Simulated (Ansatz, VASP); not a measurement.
# Two plane-wave programs on TiCo

INCAR

```
PREC     = Accurate       # precision mode
ENCUT    = 520            # plane-wave cutoff, eV
EDIFF    = 1E-6           # SCF threshold, eV
ISMEAR   = 0              # smearing method
SIGMA    = 0.1            # smearing width, eV
LREAL    = False          # projectors in reciprocal space
LASPH    = True           # aspherical terms in the spheres
NELM     = 150            # most SCF steps
ALGO     = Normal         # electronic algorithm
ISIF     = 2              # what is computed and relaxed
LWAVE    = False          # write WAVECAR
LCHARG   = True           # write CHGCAR
ISPIN    = 2              # spin polarisation
MAGMOM   = 0 1.09         # initial moments
LORBIT   = 11             # projections on sites
LMAXMIX  = 4              # l up to which the mixer works
GGA      = PE             # functional
LELF     = True           # ELF
LVHAR    = True         
NBANDS   = 22             # bands
```

KPOINTS

```
Automatic mesh
0
Gamma
  14 14 14
```

Contents of POSCAR:

```
TiCo
1.0
    2.9554277812      0.0000000000      0.0000000000
    0.0000000000      2.9554277812      0.0000000000
    0.0000000000      0.0000000000      2.9554277812
Ti Co
1 1
Direct
    0.0000000000      0.0000000000      0.0000000000
    0.5000000000      0.5000000000      0.5000000000
```

Input for Ansatz:

```yaml
crystal:
  lattice:
    - [2.9554277812, 0.0, 0.0]
    - [0.0, 2.9554277812, 0.0]
    - [0.0, 0.0, 2.9554277812]
  atoms:
    - { symbol: Ti, position: [0.0, 0.0, 0.0] }
    - { symbol: Co, position: [0.5, 0.5, 0.5], spin: 1.09 }
basis:
  ecutwfc: 420
kpoints:
  mp_grid: { grid: [14, 14, 14] }
hamiltonian:
  xc: pbe
scf:
  occupations: { method: gaussian, width: 0.1 }
output:
  forces: true
  stress: true
  eigenvalues: true
  populations: true
magnetization:
  spin_polarized: true
```

Alike in both runs: task single point; functional PBE; k mesh 14 × 14 × 14; occupations gaussian, width 0.1 eV; collinear spin.

|  | VASP | Ansatz |
| --- | --- | --- |
| version | VASP 6.6.1 | Ansatz 0.2.0 |
| potentials or method | VASP PAW PBE potentials, release 64 (Ti_sv, Co), cutoff 520 eV | scalar-relativistic, plane waves, PAW |
| valence electrons in the cell | 21 | 29 |

```csv
,VASP,Ansatz,Ansatz less VASP
gap on the k mesh at the Fermi level (eV),none,none,-
pressure (GPa),4.6,5.3,+0.70
net moment per atom (μB),0.41,0.43,+0.015
size of the moment on the site where the two differ most (μB),0.88,0.92,+0.049
```

Site moments also hang on the region over which each program counts them. A gap of «none» marks a metal or a gap that the smearing closes. VASP's potentials hold 21 valence electrons a cell and Ansatz's 29, so a difference there can come from the potentials and not from the codes.
